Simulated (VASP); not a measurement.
Here is a VASP 6.6.1 calculation.

Contents of INCAR:

```
SYSTEM = SrO
  ALGO = Normal
  EDIFF = 1E-6
  ENCUT = 520
  GGA = PE
  ISIF = 2
  ISMEAR = -1
  LASPH = .True.
  LCHARG = .False.
  LREAL = .False.
  LWAVE = .False.
  NBANDS = 15
  NELM = 80
  PREC = Accurate
  SIGMA = 0.02
```

Contents of KPOINTS:

```
k-points
0
Gamma
  6 6 6
  0 0 0
```

POSCAR

```
SrO
1.0
    0.0000000000      2.6000000000      2.6000000000
    2.6000000000      0.0000000000      2.6000000000
    2.6000000000      2.6000000000      0.0000000000
Sr O
1 1
Direct
    0.0000000000      0.0000000000      0.0000000000
    0.5000000000      0.5000000000      0.5000000000
```

Potentials or basis: VASP PAW PBE potentials, release 64 (Sr_sv, O).

Run with:

```sh
$ cat potpaw_PBE.64/Sr_sv/POTCAR potpaw_PBE.64/O/POTCAR > POTCAR
$ mpirun -np 1 vasp_std > vasp.out
```

Estimate the pressure.

0.3 GPa.

Estimate the band gap on the k mesh.

3.28 eV (least direct gap 3.39 eV).

A k mesh can miss the band edges.
